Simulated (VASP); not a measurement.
Set up this calculation in VASP 6.6.1, as the native input.

```
Task                   : single point
Functional             : r2SCAN
Potentials or basis    : VASP PAW PBE potentials, release 64 (Li_sv, O)
Cutoff                 : 830 eV
k mesh                 : 8 × 8 × 8
Occupations            : gaussian, width 0.01 eV
Spin                   : no spin polarisation
Dipole correction      : no
Further INCAR settings : ALGO = Normal; EDIFF = 1e-06; NBANDS = 13
```

Crystal: Li2O.

```
CELL_PARAMETERS angstrom
2.28644 2.28644 0.00000
-2.28644 2.28644 0.00000
0.00000 2.28644 2.28644
ATOMIC_POSITIONS crystal
Li 0.25000 0.75000 0.50000
Li 0.75000 0.25000 0.50000
O 0.00000 0.00000 0.00000
```

The input as run:

POSCAR

```
Li2O
1.0
    2.2864407179      2.2864407179      0.0000000000
   -2.2864407179      2.2864407179      0.0000000000
    0.0000000000      2.2864407179      2.2864407179
Li O
2 1
Direct
    0.2500000000      0.7500000000      0.5000000000
    0.7500000000      0.2500000000      0.5000000000
    0.0000000000      0.0000000000      0.0000000000
```

INCAR.step1

```
ALGO     = Normal         # electronic algorithm
EDIFF    = 1E-5           # SCF threshold, eV
ENCUT    = 830            # plane-wave cutoff, eV
GGA      = PE             # functional
GGA_COMPAT= F            
ISMEAR   = 0              # smearing method
LASPH    = T              # aspherical terms in the spheres
LCHARG   = F              # write CHGCAR
LREAL    = F              # projectors in reciprocal space
LWAVE    = T              # write WAVECAR
NBANDS   = 13             # bands
NELM     = 120            # most SCF steps
PREC     = Accurate       # precision mode
SIGMA    = 0.01           # smearing width, eV
```

INCAR.step2

```
ALGO     = Normal         # electronic algorithm
EDIFF    = 1E-6           # SCF threshold, eV
ENCUT    = 830            # plane-wave cutoff, eV
GGA_COMPAT= F            
ISIF     = 2              # what is computed and relaxed
ISMEAR   = 0              # smearing method
ISTART   = 1            
LASPH    = T              # aspherical terms in the spheres
LCHARG   = T              # write CHGCAR
LELF     = T              # ELF
LMIXTAU  = T            
LREAL    = F              # projectors in reciprocal space
LVHAR    = T            
LWAVE    = F              # write WAVECAR
METAGGA  = R2SCAN         # meta-GGA
NBANDS   = 13             # bands
NELM     = 120            # most SCF steps
PREC     = Accurate       # precision mode
SIGMA    = 0.01           # smearing width, eV
```

KPOINTS

```
k-points
0
Gamma
  8 8 8
```

Potentials or basis: VASP PAW PBE potentials, release 64 (Li_sv, O).

Launch:

```bash
$ cat potpaw_PBE.64/Li_sv/POTCAR potpaw_PBE.64/O/POTCAR > POTCAR
$ cp INCAR.step1 INCAR
$ mpirun -np 1 vasp_std > vasp.out
$ cp INCAR.step2 INCAR
$ mpirun -np 1 vasp_std > vasp.out
```

It gave:

| Property | Result |
| --- | --- |
| Pressure | 0.2 GPa |
| Band gap on the k mesh | 5.73 eV (least direct gap 6.35 eV) |

Caveat: the PAW data sets were made with another functional, which shifts forces and pressure a little.

Wall time 2.2 min on 1 thread of Intel Xeon 8259CL, with other jobs on the host, peak memory 0.17 GiB.
